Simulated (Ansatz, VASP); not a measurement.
## CdTe: VASP beside Ansatz

```
Cd Te
1.0
     0.00000    3.20500    3.25307
     3.20500    0.00000    3.25307
     3.20500    3.20500    0.00000
Cd Te
1 1
Direct
  0.00000 0.00000 0.00000
  0.75000 0.75000 0.75000
```

Change from the starting cell: strain +0.0150 x Voigt [0, 0, 1, 0, 0, 0], atoms carried along.

Alike in both runs: task single point; functional LDA; k mesh 8 × 8 × 8; occupations gaussian, width 0.05 eV; no spin polarisation.

|  | VASP | Ansatz |
| --- | --- | --- |
| version | VASP 6.6.1 | Ansatz 0.2.0 |
| potentials or method | VASP PAW LDA potentials, release 64 (Cd, Te), cutoff 520 eV | scalar-relativistic, plane waves, PAW |
| valence electrons in the cell | 18 | 36 |

|  | VASP | Ansatz | Ansatz less VASP |
| --- | --- | --- | --- |
| gap on the k mesh at the Fermi level (eV) | 0.59 | 0.55 | -0.041 |
| least direct gap on the mesh (eV) | 0.59 | 0.55 | -0.041 |
| pressure (GPa) | -0.4 | -0.7 | -0.25 |
| traceless stress, the component that is largest in VASP (GPa) | -0.19 | -0.19 | -0.003 |

LDA's correlation is that of Perdew and Zunger in VASP and of Perdew and Wang (1992) in Ansatz. VASP's potentials hold 18 valence electrons a cell and Ansatz's 36, so a difference there can come from the potentials and not from the codes.

Spin-orbit coupling is off throughout.
